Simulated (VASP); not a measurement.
Here is a VASP 6.6.1 calculation.

The input POSCAR:

```
MnO
1.0
    0.0000000000      2.2239077028      2.2239077028
    2.2239077028      0.0000000000      2.2239077028
    2.2239077028      2.2239077028      0.0000000000
Mn O
1 1
Direct
    0.0000000000      0.0000000000      0.0000000000
    0.5000000000      0.5000000000      0.5000000000
```

INCAR.step1

```
PREC = Accurate
ENCUT = 520
ISMEAR = -1
SIGMA = 0.05
LREAL = False
LASPH = True
NELM = 150
ISPIN = 2
MAGMOM = 4 0
LMAXMIX = 4
LDAU = True
LDAUTYPE = 2
LDAUL = 2 -1
LDAUU = 8 0
LDAUJ = 0 0
NBANDS = 20
GGA = PE
ALGO = Normal
EDIFF = 1E-4
LWAVE = True
LCHARG = False
```

INCAR.step2

```
PREC = Accurate
ENCUT = 520
EDIFF = 1E-6
ISMEAR = -1
SIGMA = 0.05
LREAL = False
LASPH = True
NELM = 150
ALGO = Normal
ISIF = 2
LWAVE = False
LCHARG = True
ISPIN = 2
MAGMOM = 4 0
LORBIT = 11
LMAXMIX = 4
LDAU = True
LDAUTYPE = 2
LDAUL = 2 -1
LDAUU = 8 0
LDAUJ = 0 0
LDAUPRINT = 1
METAGGA = R2SCAN
LMIXTAU = True
LELF = True
LVHAR = True
NBANDS = 20
ISTART = 1
```

File KPOINTS:

```
Automatic mesh
0
Gamma
  10 10 10
```

Potentials or basis: VASP PAW PBE potentials, release 64 (Mn_pv, O).

Command:

```bash
$ cat potpaw_PBE.64/Mn_pv/POTCAR potpaw_PBE.64/O/POTCAR > POTCAR
$ cp INCAR.step1 INCAR
$ mpirun -np 1 vasp_std > vasp.out
$ cp INCAR.step2 INCAR
$ mpirun -np 1 vasp_std > vasp.out
```

What does it give for the band gap on the k mesh?

1.56 eV (least direct gap 3.25 eV).

What does it give for the site moments?

Mn +4.75; O +0.09 μB.

Eigenvalues of the final occupation matrices:
```tsv
site	spin	trace	eigenvalues
site 1 d	1	4.85	0.96 0.96 0.96 0.99 0.99
site 1 d	2	0.14	0.01 0.01 0.01 0.05 0.05
```

Caveat: a cell with one magnetic atom can't hold antiferromagnetic order, which such compounds often take. The state reached can hang on the start; a lower one may exist.
